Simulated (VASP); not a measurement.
Write the native input for VASP 6.6.1 that does the following.

- Task: single point
- Functional: LDA
- Potentials or basis: VASP PAW LDA potentials, release 64 (Rb_sv)
- Cutoff: 500 eV
- k mesh: 7 × 7 × 7
- Occupations: fermi-dirac, width 0.05 eV
- Spin: no spin polarisation
- Dipole correction: no
- Further INCAR settings: ALGO = Normal; EDIFF = 1e-06; NBANDS = 20

The structure of Rb lies in POSCAR:

```
Rb
1.0
    2.5376400000      1.4651100000     12.6889000000
   -2.5376400000      1.4651100000     12.6889000000
    0.0000000000     -2.9302100000     12.6889000000
Rb
3
Direct
    0.0000000000      0.0000000000      0.0000000000
    0.7776200000      0.7776200000      0.7776200000
    0.2223800000      0.2223800000      0.2223800000
```

One way to write it, as run:

INCAR

```
SYSTEM = Rb
ALGO     = Normal         ! electronic algorithm
EDIFF    = 1E-6           ! SCF threshold, eV
ENCUT    = 500            ! plane-wave cutoff, eV
GGA      = CA             ! functional
GGA_COMPAT= .False.      
ISIF     = 2              ! what is computed and relaxed
ISMEAR   = -1             ! smearing method
LASPH    = .True.         ! aspherical terms in the spheres
LCHARG   = .True.         ! write CHGCAR
LELF     = .True.         ! ELF
LREAL    = .False.        ! projectors in reciprocal space
LVHAR    = .True.       
LWAVE    = .False.        ! write WAVECAR
NBANDS   = 20             ! bands
NELM     = 120            ! most SCF steps
PREC     = Accurate       ! precision mode
SIGMA    = 0.05           ! smearing width, eV
```

KPOINTS

```
k-points
0
Gamma
  7 7 7
  0 0 0
```

Potentials or basis: VASP PAW LDA potentials, release 64 (Rb_sv).

Run with:

```sh
$ cat potpaw_LDA.64/Rb_sv/POTCAR > POTCAR
$ mpirun -np 1 vasp_std > vasp.out
```

Results of the run:

- Pressure: -0.5 GPa
- Band gap on the k mesh: zero (an odd number of electrons rules out a gap without spin polarisation)

Run time: 37 min on 1 thread of Intel Xeon 8259CL (shared host), peak memory 0.97 GiB.
